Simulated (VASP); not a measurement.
# ZrH2 (Fm-3m) in VASP: notebook

ZrH2 is run at these levels: r2SCAN; tasks: single point, relaxation of cell and atoms.

All numbers are computed with VASP 6.6.1; they aren't measurements. Logs are shortened: lines on timing, memory, paths and dates and some standing lists are left out, and cuts for length are marked.

## 1. The cell of the first run

The structure is cubic, space group Fm-3m (No. 225). The conventional cell has a = 4.800 Å, b = 4.800 Å, c = 4.800 Å, α = 90.00°, β = 90.00°, γ = 90.00°. Within 2.8 Å of Zr (site symmetry m-3m) lie 8 H at 2.08 Å. Within 2.8 Å of H (site symmetry -43m) lie 4 Zr at 2.08 Å and 6 H at 2.40 Å.

## 2. Single point, r2SCAN

The input, POSCAR:

```
ZrH2
1.0
    0.0000000000      2.3998675262      2.3998675262
    2.3998675262      0.0000000000      2.3998675262
    2.3998675262      2.3998675262      0.0000000000
Zr H
1 2
Direct
    0.0000000000      0.0000000000      0.0000000000
    0.7500000000      0.7500000000      0.7500000000
    0.2500000000      0.2500000000      0.2500000000
```

The input, INCAR.step1:

```
SYSTEM = ZrH2
PREC = Accurate
ENCUT = 520
ISMEAR = 1
SIGMA = 0.05
LREAL = .False.
LASPH = .True.
NELM = 80
NBANDS = 14
GGA = PE
ALGO = Normal
EDIFF = 1E-4
LWAVE = .True.
LCHARG = .False.
```

The input, INCAR.step2:

```
SYSTEM = ZrH2
PREC = Accurate
ENCUT = 520
EDIFF = 1E-6
ISMEAR = 1
SIGMA = 0.05
LREAL = .False.
LASPH = .True.
NELM = 80
ALGO = Normal
ISIF = 2
LWAVE = .False.
LCHARG = .True.
METAGGA = R2SCAN
LMIXTAU = .True.
LELF = .True.
LVHAR = .True.
NBANDS = 14
ISTART = 1
```

The input, KPOINTS:

```
Automatic mesh
0
Gamma
  8 8 8
  0 0 0
```

Potentials or basis: VASP PAW PBE potentials, release 64 (Zr_sv, H).

On the command line:

```console
$ cat potpaw_PBE.64/Zr_sv/POTCAR potpaw_PBE.64/H/POTCAR > POTCAR
$ cp INCAR.step1 INCAR
$ mpirun -np 1 vasp_std > vasp.out
$ cp INCAR.step2 INCAR
$ mpirun -np 1 vasp_std > vasp.out
```

OUTCAR:

```text
SYSTEM = ZrH2
   PREC = Accurate
   ENCUT = 520
   EDIFF = 1E-6
   ISMEAR = 1
   LREAL = .False.
   LASPH = .True.
   NELM = 80
   ISIF = 2
   METAGGA = R2SCAN
   ISTART = 1

 ion  position               nearest neighbor table
   1  0.000  0.000  0.000-   2 2.08   2 2.08   2 2.08   2 2.08   3 2.08   3 2.08   3 2.08   3 2.08

   2  0.750  0.750  0.750-   1 2.08   1 2.08   1 2.08   1 2.08
   3  0.250  0.250  0.250-   1 2.08   1 2.08   1 2.08   1 2.08

  LATTYP: Found a face centered cubic cell.
 ALAT       =     4.7997350524

  Lattice vectors:

 A1 = (   0.0000000000,   2.3998675262,   2.3998675262)
 A2 = (   2.3998675262,   0.0000000000,   2.3998675262)
 A3 = (   2.3998675262,   2.3998675262,   0.0000000000)

Analysis of symmetry for initial positions (statically):
=====================================================================
 Subroutine PRICEL returns:
 Original cell was already a primitive cell.

 Routine SETGRP: Setting up the symmetry group for a
 face centered cubic supercell.

 Subroutine GETGRP returns: Found 48 space group operations
 (whereof 48 operations were pure point group operations)
 out of a pool of 48 trial point group operations.

The static configuration has the point symmetry O_h .

Analysis of symmetry for dynamics (positions and initial velocities):
=====================================================================
 Subroutine PRICEL returns:
 Original cell was already a primitive cell.

 Routine SETGRP: Setting up the symmetry group for a
 face centered cubic supercell.

 Subroutine GETGRP returns: Found 48 space group operations
 (whereof 48 operations were pure point group operations)
 out of a pool of 48 trial point group operations.

The dynamic configuration has the point symmetry O_h .

 Subroutine INISYM returns: Found 48 space group operations
 (whereof 48 operations are pure point group operations),
 and found     1 'primitive' translations

----------------------------------------------------------------------------------------

                                     Primitive cell

  volume of cell :      27.6434

  direct lattice vectors                    reciprocal lattice vectors
     0.000000000  2.399867526  2.399867526    -0.208344833  0.208344833  0.208344833
     2.399867526  0.000000000  2.399867526     0.208344833 -0.208344833  0.208344833
     2.399867526  2.399867526  0.000000000     0.208344833  0.208344833 -0.208344833

  length of vectors
     3.393925203  3.393925203  3.393925203     0.360863837  0.360863837  0.360863837

  position of ions in fractional coordinates (direct lattice)
     0.000000000  0.000000000  0.000000000
     0.750000000  0.750000000  0.750000000
     0.250000000  0.250000000  0.250000000

  ion indices of the primitive-cell ions
   primitive index   ion index
                 1           1
                 2           2
                 3           3

----------------------------------------------------------------------------------------

 KPOINTS: Automatic mesh

Automatic generation of k-mesh.
 Grid dimensions read from file:
 generate k-points for:    8    8    8

 Generating k-lattice:

  Cartesian coordinates                     Fractional coordinates (reciprocal lattice)
    -0.026043104  0.026043104  0.026043104     0.125000000  0.000000000  0.000000000
     0.026043104 -0.026043104  0.026043104     0.000000000  0.125000000  0.000000000
     0.026043104  0.026043104 -0.026043104     0.000000000  0.000000000  0.125000000

  Length of vectors
     0.045107980  0.045107980  0.045107980

  Shift w.r.t. Gamma in fractional coordinates (k-lattice)
     0.000000000  0.000000000  0.000000000

 Subroutine IBZKPT returns following result:
 ===========================================

 Found     29 irreducible k-points:

 Following reciprocal coordinates:
            Coordinates               Weight
  0.000000  0.000000  0.000000      1.000000
  0.125000  0.000000  0.000000      8.000000
  0.250000  0.000000  0.000000      8.000000
  0.375000  0.000000  0.000000      8.000000
  0.500000  0.000000  0.000000      4.000000
  0.125000  0.125000  0.000000      6.000000
[... 16 lines left out ...]
  0.500000  0.250000  0.125000     48.000000
 -0.375000  0.250000  0.125000     24.000000
 [... further k-points ...]
   k-points           NKPTS =     29   k-points in BZ     NKDIM =     29   number of bands    NBANDS=     14
   number of dos      NEDOS =    301   number of ions     NIONS =      3
   total plane-waves  NPLWV =  21952
   dimension x,y,z NGX =    28 NGY =   28 NGZ =   28
   dimension x,y,z NGXF=    56 NGYF=   56 NGZF=   56
   ions per type =               1   2
   NGX,Y,Z   is equivalent  to a cutoff of  13.72, 13.72, 13.72 a.u.
   NGXF,Y,Z  is equivalent  to a cutoff of  27.43, 27.43, 27.43 a.u.
 SYSTEM =  ZrH2
   PREC   = accura    normal or accurate (medium, high low for compatibility)
   ISTART =      1    job   : 0-new  1-cont  2-samecut
   ICHARG =      0    charge: 1-file 2-atom 10-const
   ISPIN  =      1    spin polarized calculation?
   LNONCOLLINEAR =      F non collinear calculations
   LSORBIT =      F    spin-orbit coupling
   LASPH  =      T    aspherical Exc in radial PAW
   ENCUT  =  520.0 eV  38.22 Ry    6.18 a.u.   6.31  6.31  6.31*2*pi/ulx,y,z
   NELM   =     80;   NELMIN=  2; NELMDL=  0     # of ELM steps
   EDIFF  = 0.1E-05   stopping-criterion for ELM
   LREAL  =      F    real-space projection
   EDIFFG = 0.1E-04   stopping-criterion for IOM
   NSW    =      0    number of steps for IOM
   IBRION =     -1    ionic relax: 0-MD 1-quasi-New 2-CG
   NFREE  =      0    steps in history (QN), initial steepest desc. (CG)
   ISIF   =      2    stress and relaxation
   ISYM   =      2    0-nonsym 1-usesym 2-fastsym
   POTIM  = 0.5000    time-step for ionic-motion
   TEBEG  =    0.0;   TEEND  =   0.0 temperature during run
   PSTRESS=    0.0 pullay stress
   NELECT =      14.0000    total number of electrons
   NUPDOWN=      -1.0000    fix difference up-down
   EMIN   =  10.00;   EMAX   =-10.00  energy-range for DOS
   EFERMI =   0.00;   METHOD = LEGACY
   ISMEAR =     1;   SIGMA  =   0.05  broadening in eV -4-tet -1-fermi 0-gaus
   EFERMI_NEDOS =   21; number of points for ismear=-14 and -15
   IALGO  =     38    algorithm
   IMIX   =      4    mixing-type and parameters
     AMIX     =   0.40;   BMIX     =  1.00
     AMIX_MAG =   1.60;   BMIX_MAG =  1.00
  volume/ion in A,a.u.               =       9.21        62.18
  Fermi-wavevector in a.u.,A,eV,Ry     =   1.304929  2.465958 23.168543  1.702840
  Thomas-Fermi vector in A             =   2.435832
   LORBIT       =      0    0 simple, 1 ext, 2 COOP (PROOUT), +10 PAW based schemes
   METAGGA = R2SCAN    functional components
   LHFCALC =     F    Hartree Fock is set to
   AEXX    =    0.0000 exact exchange contribution
   IVDW    =     0    specifies the selected vdW correction
   LEPSILON=     F    determine dielectric tensor
   LRPA    =     F    only Hartree local field effects (RPA)
 non-spin polarized calculation
 Methfessel and Paxton  Order N= 1 SIGMA  =   0.05
  energy-cutoff  :      520.00
  volume of cell :       27.64
 maximum number of plane-waves:       755
 NGX is ok and might be reduce to    28
   NGX = 13   NGY = 13   NGZ = 13

 number of electron      14.0000000 magnetization

 Free energy of the ion-electron system (eV)
  ---------------------------------------------------
  ext. energy  EPLUGINS =         0.00000000
  ---------------------------------------------------
  free energy    TOTEN  =       -31.54453776 eV

  energy without entropy =      -31.54459835  energy(sigma->0) =      -31.54455796

 E-fermi :   8.7764     XC(G=0): -11.9435

 val. band max:        8.7328620946   @ k =   0.1250   0.1250   0.0000
 cond. band min:       8.8020676005   @ k =   0.2500   0.1250   0.0000
 fundamental gap:      0.0692055058
 Fermi energy:         8.7763896611

 k-point     1 :       0.0000    0.0000    0.0000
  band No.  band energies     occupation
      1     -42.4437      2.00000
      2     -19.4872      2.00000
      3     -19.4872      2.00000
      4     -19.4872      2.00000
      5      -1.6357      2.00000
      6       6.8391      2.00000
      7       8.3958      2.00000
      8       8.3958      2.00000
      9       8.3958      2.00000
     10      11.0731      0.00000
     11      11.0731      0.00000
     12      19.8458      0.00000
     13      21.5542      0.00000
     14      21.5542      0.00000

 k-point     2 :       0.1250    0.0000    0.0000
  band No.  band energies     occupation
      1     -42.4315      2.00000
      2     -19.5952      2.00000
      3     -19.4997      2.00000
      4     -19.4997      2.00000
      5      -1.2420      2.00000
      6       5.2759      2.00000
      7       8.5898      2.00000
      8       8.5898      2.00000
      9      10.4361      0.00000
     10      10.8984      0.00000
     11      10.8984      0.00000
     12      17.9535      0.00000
     13      22.3873      0.00000
     14      22.3873      0.00000

 k-point     3 :       0.2500    0.0000    0.0000
  band No.  band energies     occupation
      1     -42.4019      2.00000
      2     -19.8475      2.00000
      3     -19.5296      2.00000
      4     -19.5296      2.00000
      5      -0.2839      2.00000
      6       3.8593      2.00000
      7       8.8090      0.11648
      8       8.8090      0.11648
      9      10.9649      0.00000
     10      10.9649      0.00000
     11      12.8322      0.00000
     12      16.6409      0.00000
     13      21.1570      0.00000
     14      24.4794      0.00000
[... 324 lines left out ...]
 k-point    23 :       0.5000    0.2500    0.1250
  band No.  band energies     occupation
      1     -42.3558      2.00000
      2     -20.0369      2.00000
      3     -19.7341      2.00000
      4     -19.6054      2.00000
      5       1.4081      2.00000
      6       2.7722      2.00000
      7       7.3114      2.00000
      8       9.6033     -0.00000
      9      11.1061      0.00000
     10      13.0024      0.00000
     11      15.5934      0.00000
     12      16.8072      0.00000
     13      17.3654      0.00000
     14      20.4735      0.00000

 k-point    24 :      -0.3750    0.2500    0.1250
  band No.  band energies     occupation
      1     -42.3459      2.00000
      2     -20.0886      2.00000
      3     -19.7625      2.00000
      4     -19.6243      2.00000
      5       1.5195      2.00000
      6       3.0277      2.00000
      7       7.0722      2.00000
      8       9.4341     -0.00000
      9      11.9716      0.00000
     10      13.1710      0.00000
     11      14.8218      0.00000
     12      16.5565      0.00000
     13      17.4103      0.00000
     14      20.5121      0.00000

 [... further k-points ...]

------------------------ aborting loop because EDIFF is reached ----------------------------------------

  FORCE on cell =-STRESS in cart. coord.  units (eV):
  Direction    XX          YY          ZZ          XY          YZ          ZX
  --------------------------------------------------------------------------------------
  -------------------------------------------------------------------------------------
  Total       -0.0196290     -0.0196290     -0.0196290      0.0000000      0.0000000      0.0000000
  in kB       -1.1376709     -1.1376709     -1.1376709      0.0000000      0.0000000      0.0000000
  external PRESSURE =      -1.1376709 kB  Pullay stress =       0.0000000 kB

 VOLUME and BASIS-vectors are now :
 -----------------------------------------------------------------------------
  energy-cutoff  :      520.00
  volume of cell :       27.64
      direct lattice vectors                 reciprocal lattice vectors
     0.000000000  2.399867526  2.399867526    -0.208344833  0.208344833  0.208344833
     2.399867526  0.000000000  2.399867526     0.208344833 -0.208344833  0.208344833
     2.399867526  2.399867526  0.000000000     0.208344833  0.208344833 -0.208344833

 POSITION                                       TOTAL-FORCE (eV/Angst)
 -----------------------------------------------------------------------------------
      0.00000      0.00000      0.00000         0.000000      0.000000      0.000000
      3.59980      3.59980      3.59980        -0.000000     -0.000000     -0.000000
      1.19993      1.19993      1.19993         0.000000      0.000000      0.000000
 -----------------------------------------------------------------------------------
    total drift:                               -0.000000     -0.000000      0.000000

  FREE ENERGIE OF THE ION-ELECTRON SYSTEM (eV)
  ---------------------------------------------------
  free  energy   TOTEN  =       -31.5445377631 eV

  energy  without entropy=      -31.5445983498  energy(sigma->0) =      -31.54455796
```

It took 77 s on 1 thread of Intel Xeon 8259CL, shared host; peak memory 0.17 GiB.

Results:

```yaml
Free_energy: -31.5445 eV
Pressure: -0.1 GPa
Band_gap_on_the_k_mesh: zero (bands 7 and 8 overlap by 0.41 eV)
```

Levels at points of the mesh, in eV from the Fermi level:
```csv
k point,band 5,band 6,band 7,band 8,band 9,band 10
"(0.00, 0.00, 0.00)",-10.41,-1.94,-0.38,-0.38,-0.38,2.30
"(0.50, 0.00, 0.00)",-8.10,-5.14,-0.28,-0.28,3.68,3.68
"(0.50, 0.50, 0.00)",-7.20,-5.23,-3.70,3.83,3.93,3.93
```

Caveat: the PAW data sets were made with another functional, which shifts forces and pressure a little.

[end of part 1 of 2]

The gap in the log of VASP goes by the Fermi energy; the results here count the filled bands.